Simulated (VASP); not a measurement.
Pb: single point with PBEsol

Crystal: Pb.

```xyz
1
Lattice="3.5220 0.0000 0.0000 0.0000 3.5220 0.0000 0.0000 0.0000 3.5220" Properties=species:S:1:pos:R:3 pbc="T T T"
Pb    0.0000    0.0000    0.0000
```

| Quantity | Value |
| --- | --- |
| Program | VASP 6.6.1 |
| Task | single point |
| Functional | PBEsol |
| Potentials or basis | VASP PAW PBE potentials, release 64 (Pb_d) |
| Cutoff | 520 eV |
| k mesh | 8 × 8 × 8 |
| Occupations | fermi-dirac, width 0.05 eV |
| Spin | no spin polarisation |

The pressure is -6.3 GPa and the band gap on the k mesh is zero (band 7 reaches 7.44 eV, above the bottom of band 8 at 2.21 eV).

Levels at points of the mesh, in eV from the Fermi level:
| k point | band 4 | band 5 | band 6 | band 7 | band 8 | band 9 | band 10 | band 11 |
| --- | --- | --- | --- | --- | --- | --- | --- | --- |
| (0.00, 0.00, 0.00) | -16.60 | -16.60 | -9.89 | 4.01 | 4.01 | 4.01 | 6.11 | 8.12 |
| (0.50, 0.00, 0.00) | -16.65 | -16.59 | -8.37 | -2.83 | 5.55 | 5.55 | 9.32 | 9.59 |
| (0.50, 0.50, 0.00) | -16.66 | -16.51 | -6.90 | -1.22 | -1.22 | 3.58 | 7.09 | 11.83 |
| (0.50, 0.50, 0.50) | -16.50 | -16.50 | -5.46 | 0.28 | 0.28 | 0.28 | 5.93 | 5.93 |

Wall time 13 s on 1 thread of Intel Xeon 6975P-C, with other jobs on the host, peak memory 0.16 GiB.

Caveat: the PAW data sets were made with another functional, which shifts forces and pressure a little; spin-orbit coupling is left out, which moves the levels of the heavy elements.
